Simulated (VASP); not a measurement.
A run of VASP 6.6.1 is set up as follows.

INCAR

```
PREC = Accurate
ENCUT = 520
EDIFF = 1E-7
ISMEAR = 0
SIGMA = 0.1
LREAL = False
LASPH = True
NELM = 80
ALGO = Fast
ISIF = 2
LWAVE = False
LCHARG = False
GGA = PE
IVDW = 12
NBANDS = 18
```

The input KPOINTS:

```
regular mesh
0
Gamma
  18 18 10
```

File POSCAR:

```
Ag
1.0
    2.8805283194      0.0000000000      0.0000000000
   -1.4402641597      2.4946107009      0.0000000000
    0.0000000000      0.0000000000      4.7134725000
Ag
2
Direct
    0.3333333333      0.6666666667      0.2500000000
    0.6666666667      0.3333333333      0.7500000000
```

Potentials or basis: VASP PAW PBE potentials, release 64 (Ag).

Command:

```sh
$ cat potpaw_PBE.64/Ag/POTCAR > POTCAR
$ mpirun -np 1 vasp_std > vasp.out
```

Estimate the band gap on the k mesh.

zero (bands 11 and 12 overlap by 7.56 eV).

Estimate the pressure.

-0.2 GPa.

Estimate the dispersion energy per atom.

-0.593 eV.
